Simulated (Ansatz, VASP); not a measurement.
Mn in VASP and in Ansatz

Contents of INCAR:

```
PREC = Accurate
ENCUT = 520
EDIFF = 1E-7
ISMEAR = -1
SIGMA = 0.1
LREAL = F
LASPH = T
NELM = 80
ALGO = Normal
ISIF = 2
LWAVE = F
LCHARG = F
NBANDS = 26
```

The input KPOINTS:

```
Automatic mesh
0
Gamma
  11 11 15
```

POSCAR

```
Mn
1.0
    3.8183517261      0.0000000000      0.0000000000
   -1.9091758630      3.3067895954      0.0000000000
    0.0000000000      0.0000000000      2.4024539521
Mn
3
Direct
    1.0000000000      1.0000000000      0.0000000000
    0.3333333333      0.6666666667      0.5000000000
    0.6666666667      0.3333333333      0.5000000000
```

Input for Ansatz:

```yaml
crystal:
  lattice:
    - [3.8183517261, 0.0, 0.0]
    - [-1.909175863, 3.3067895954, 0.0]
    - [0.0, 0.0, 2.4024539521]
  atoms:
    - { symbol: Mn, position: [1.0, 1.0, 0.0] }
    - { symbol: Mn, position: [0.3333333333, 0.6666666667, 0.5] }
    - { symbol: Mn, position: [0.6666666667, 0.3333333333, 0.5] }
hamiltonian:
  xc: lda
  pseudopotentials:
    kind: paw
    azcp:
      Mn: "pseudopotentials/Mn.paw.azcp"
basis:
  ecutwfc: 420
  fft_grid_basis: typed
kpoints:
  mp_grid: { grid: [11, 11, 15], shift: [0, 0, 0] }
magnetization:
  spin_polarized: false
scf:
  occupations: { method: fermi_dirac, width: 0.1 }
  lower_state_search: "off"
output:
  stress: true
  write_density: true
  write_potential: true
  elf: true
  volumetric_format: npy
```

Alike in both runs: task single point; functional LDA; k mesh 11 × 11 × 15; occupations fermi-dirac, width 0.1 eV; no spin polarisation.

|  | VASP | Ansatz |
| --- | --- | --- |
| version | VASP 6.6.1 | Ansatz 0.2.0 |
| potentials or method | VASP PAW LDA potentials, release 64 (Mn_pv), cutoff 520 eV | plane waves (420 eV) with PAW, scalar-relativistic |
| valence electrons in the cell | 39 | 45 |

VASP gave:

| Item | Value |
| --- | --- |
| pressure (GPa) | 0.6 |
| traceless stress, the component that is largest in VASP (GPa) | -0.28 |

Problem. Estimate Ansatz's values.

Solution. Pressure (GPa): -0.1; traceless stress, the component that is largest in VASP (GPa): -0.04.

Ansatz warns that its potentials were made for another functional, while VASP's fit it. LDA's correlation is that of Perdew and Zunger in VASP and of Perdew and Wang (1992) in Ansatz. VASP's potentials hold 39 valence electrons a cell and Ansatz's 45, so a difference there can come from the potentials and not from the codes.
